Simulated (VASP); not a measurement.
Wanted: the native input for a VASP 6.6.1 run.

```
Task                   : single point
Functional             : LDA
Potentials or basis    : VASP PAW LDA potentials, release 64 (Tc_pv)
Cutoff                 : 520 eV
k mesh                 : 10 × 10 × 10
Occupations            : methfessel-paxton, width 0.05 eV
Spin                   : no spin polarisation
Dipole correction      : no
Further INCAR settings : ALGO = Normal; EDIFF = 1e-06; NBANDS = 12
```

The structure of Tc lies in POSCAR:

```
Tc
1.0
    2.6598819134      0.0000000000      0.0000000000
    1.3299409567      2.3035253081      0.0000000000
    1.3299409567      0.7678417694      2.1717844880
Tc
1
Direct
    0.0000000000      0.0000000000      0.0000000000
```

These files were run (other wordings do the same):

INCAR

```
SYSTEM = Tc
PREC = Accurate ; ENCUT = 520
EDIFF = 1E-6 ; ISMEAR = 1
SIGMA = 0.05 ; LREAL = .False.
LASPH = .True. ; NELM = 100
ALGO = Normal ; ISIF = 2
LWAVE = .False. ; LCHARG = .False.
GGA = CA ; NBANDS = 12
```

KPOINTS

```
regular mesh
0
Gamma
  10 10 10
  0 0 0
```

Potentials or basis: VASP PAW LDA potentials, release 64 (Tc_pv).

The run is started by

```bash
$ cat potpaw_LDA.64/Tc_pv/POTCAR > POTCAR
$ mpirun -np 1 vasp_std > vasp.out
```

Results of the run:

| Item | Value |
| --- | --- |
| Pressure | 15.3 GPa |

It took 2.6 s on 1 thread of Intel(R) Xeon(R) 6975P-C (Granite Rapids) (shared host), peak memory 0.12 GiB.
